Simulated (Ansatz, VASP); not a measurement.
# NaH: VASP beside Ansatz

POSCAR

```
NaH
1.0
    0.1259739065      2.5930489098      2.5930489098
    2.5930489098      0.1259739065      2.5930489098
    2.5930489098      2.5930489098      0.1259739065
Na H
1 1
Direct
    0.0051743684      0.0051743684      0.0051743684
    0.2448256316      0.2448256316      0.2448256316
```

File INCAR.step1:

```
SYSTEM = NaH
PREC = Accurate
ENCUT = 520
EDIFF = 1E-5
ISMEAR = 0
SIGMA = 0.01
LREAL = .FALSE.
LASPH = .TRUE.
NELM = 100
ALGO = Normal
ISIF = 2
LWAVE = .TRUE.
LCHARG = .FALSE.
NBANDS = 11
GGA = PE
```

File INCAR.step2:

```
SYSTEM = NaH
PREC = Accurate
ENCUT = 520
EDIFF = 1E-6
ISMEAR = 0
SIGMA = 0.01
LREAL = .FALSE.
LASPH = .TRUE.
NELM = 100
ALGO = Normal
ISIF = 2
LWAVE = .FALSE.
LCHARG = .FALSE.
GGA = PE
LHFCALC = .TRUE.
HFSCREEN = 0.2079
PRECFOCK = Normal
NBANDS = 11
ISTART = 1
```

The input KPOINTS:

```
regular mesh
0
G
  6 6 6
  0 0 0
```

Input for Ansatz:

```yaml
crystal:
  lattice:
    - [0.1259739065, 2.5930489098, 2.5930489098]
    - [2.5930489098, 0.1259739065, 2.5930489098]
    - [2.5930489098, 2.5930489098, 0.1259739065]
  atoms:
    - { symbol: Na, position: [0.0051743684, 0.0051743684, 0.0051743684] }
    - { symbol: H, position: [0.2448256316, 0.2448256316, 0.2448256316] }
kpoints:
  mp_grid: { grid: [6, 6, 6] }
  band_path:
    path:
      - [0.0, 0.0, 0.0]
      - [-0.5, -0.5, 0.0]
      - [-0.375, -0.375, 0.25]
      - [-0.375, 0.0, 0.375]
      - [0.0, 0.0, 0.5]
      - [-0.5, -0.25, 0.25]
    npoints: 1
hamiltonian:
  xc: hse06
scf:
  occupations: { method: fixed }
  n_extra_bands: 4
output:
  forces: true
  stress: true
  eigenvalues: true
```

Change from the starting cell: epitaxial_111 strain -5.0%.

Alike in both runs: task single point; functional HSE06; k mesh 6 × 6 × 6; no spin polarisation.

```csv
,VASP,Ansatz
version,VASP 6.6.1,Ansatz 0.2.0
potentials or method,"VASP PAW PBE potentials, release 64 (Na_pv, H)","plane waves, PAW"
plane-wave cutoff (eV),520,420
occupations,"gaussian, width 0.01 eV",fixed
valence electrons in the cell,8,10
```

Ansatz gave:

| Property | Result |
| --- | --- |
| gap on the k mesh at the Fermi level (eV) | 4.35 |
| pressure (GPa) | 1.6 |
| traceless stress, the component that is largest in VASP (GPa) | -0.77 |
| rms of the force components (eV/Å) | 0.006 |

Problem. What did VASP give for the same quantities?

Solution. gap on the k mesh at the Fermi level (eV): 4.35; pressure (GPa): 1.7; traceless stress, the component that is largest in VASP (GPa): -0.77; rms of the force components (eV/Å): 0.005.

Atom by atom the forces differ by 0.001 eV/Å (rms over components). VASP's potentials hold 8 valence electrons a cell and Ansatz's 10, so a difference there can come from the potentials and not from the codes. Ansatz's warnings: stress exchange threshold loose, stress scf threshold loose.
